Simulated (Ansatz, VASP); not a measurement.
# Two plane-wave programs on BN

The input INCAR:

```
SYSTEM = BN
ALGO = Normal ; EDIFF = 1E-7
ENCUT = 520 ; GGA = PE
ISIF = 2 ; ISMEAR = 0
IVDW = 12 ; LASPH = .TRUE.
LCHARG = .FALSE. ; LREAL = .FALSE.
LWAVE = .FALSE. ; NBANDS = 11
NELM = 100 ; PREC = Accurate
SIGMA = 0.05
```

The input KPOINTS:

```
k-points
0
G
  12 12 12
  0 0 0
```

Contents of POSCAR:

```
BN
1.0
    1.3011666545      0.7512289182      3.1030996510
   -1.3011666545      0.7512289182      3.1030996510
    0.0000000000     -1.5024578365      3.1030996510
B N
1 1
Direct
    0.9996712000      0.9996712000      0.9996712000
    0.3327618000      0.3327618000      0.3327618000
```

Input for Ansatz:

```yaml
crystal:
  lattice:
    - [1.3011666545, 0.7512289182, 3.103099651]
    - [-1.3011666545, 0.7512289182, 3.103099651]
    - [0.0, -1.5024578365, 3.103099651]
  atoms:
    - { symbol: B, position: [0.9996712, 0.9996712, 0.9996712] }
    - { symbol: "N", position: [0.3327618, 0.3327618, 0.3327618] }
basis:
  ecutwfc: 420
kpoints:
  mp_grid: { grid: [12, 12, 12] }
hamiltonian:
  xc: pbe
  dispersion: d3bj
scf:
  occupations: { method: gaussian, width: 0.05 }
output:
  forces: true
  stress: true
  eigenvalues: true
```

Change from the starting cell: strain +0.040 along x and y, -0.080 along z, atoms carried along.

Alike in both runs: task single point; functional PBE; dispersion D3(BJ); k mesh 12 × 12 × 12; occupations gaussian, width 0.05 eV; no spin polarisation.

```csv
,VASP,Ansatz
version,VASP 6.6.1,Ansatz 0.2.0
potentials or method,"VASP PAW PBE potentials, release 64 (B, N), cutoff 520 eV","scalar-relativistic, plane waves, PAW"
valence electrons in the cell,8,8
```

|  | VASP | Ansatz | Ansatz less VASP |
| --- | --- | --- | --- |
| gap on the k mesh at the Fermi level (eV) | 3.79 | 3.80 | +0.006 |
| least direct gap on the mesh (eV) | 4.44 | 4.44 | +0.002 |
| pressure (GPa) | -23.7 | -23.7 | -0.05 |
| traceless stress, the component that is largest in VASP (GPa) | 25.99 | 26.14 | +0.158 |
| rms of the force components (eV/Å) | 0.035 | 0.035 | -0.0002 |

Atom by atom the forces differ by 0.000 eV/Å (rms over components).
